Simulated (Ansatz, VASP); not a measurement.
# One calculation of CdTeSe4, two programs

```
Cd Te Se
1.0
     0.00000    4.13235    4.13235
     4.13235    0.00000    4.13235
     4.13235    4.13235    0.00000
Cd Te Se
1 1 4
Cartesian
  0.0000 0.0000 0.0000
  2.0662 2.0662 2.0662
  3.0798 3.0798 5.1849
  3.0798 5.1849 3.0798
  5.1849 3.0798 3.0798
  5.1849 5.1849 5.1849
```

Change from the starting cell: species swapped into the GdInPt4 type (F-43m, No. 216).

Alike in both runs: functional PBE; k mesh 8 × 8 × 8; occupations gaussian, width 0.1 eV; no spin polarisation.

Ansatz relaxed the structure, and its values are those at the end. VASP's run is a single point on that final structure, the one shown.

|  | VASP | Ansatz |
| --- | --- | --- |
| version | VASP 6.6.1 | Ansatz 0.2.0 |
| potentials or method | VASP PAW PBE potentials, release 64 (Cd, Te, Se), cutoff 520 eV | scalar-relativistic, plane waves, PAW |
| valence electrons in the cell | 42 | 100 |

|  | VASP | Ansatz | Ansatz less VASP |
| --- | --- | --- | --- |
| gap on the k mesh at the Fermi level (eV) | none | none | - |
| pressure (GPa) | 0.0 | 0.0 | -0.04 |

A gap of «none» marks a metal or a gap that the smearing closes. VASP's potentials hold 42 valence electrons a cell and Ansatz's 100, so a difference there can come from the potentials and not from the codes.

Neither program's run includes spin-orbit coupling.
